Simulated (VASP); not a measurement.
A run of VASP 6.6.1 is set up as follows.

Contents of INCAR:

```
  PREC = Accurate
  ENCUT = 520
  EDIFF = 1E-7
  ISMEAR = 0
  SIGMA = 0.05
  LREAL = F
  LASPH = T
  NELM = 100
  ALGO = Normal
  ISIF = 2
  LWAVE = F
  LCHARG = F
  GGA = PS
  NBANDS = 15
```

Contents of KPOINTS:

```
regular mesh
0
Gamma
  6 6 6
```

The input POSCAR:

```
BaTe
1.0
    4.4329646400      0.0000000000      0.0000000000
    0.0000000000      4.4329646400      0.0000000000
    0.0000000000      0.0000000000      4.0919673600
Ba Te
1 1
Direct
    0.0000000000      0.0000000000      0.0000000000
    0.5000000000      0.5000000000      0.5000000000
```

Potentials or basis: VASP PAW PBE potentials, release 64 (Ba_sv, Te).

Launch:

```sh
$ cat potpaw_PBE.64/Ba_sv/POTCAR potpaw_PBE.64/Te/POTCAR > POTCAR
$ mpirun -np 1 vasp_std > vasp.out
```

Question: Predict the pressure.

Answer: -2.7 GPa.

Question: Estimate the band gap on the k mesh.

Answer: 0.24 eV.

Stress tensor (GPa, compression positive):
```
-4.54  0.00  0.00
 0.00 -4.54  0.00
 0.00  0.00  1.04
```

Caveat: the cell differs from its parent crystal (strain +0.040 along x and y, -0.040 along z); the PAW data sets were made with another functional, which shifts forces and pressure a little; spin-orbit coupling is left out, which moves the levels of the heavy elements. A k mesh can miss the band edges.
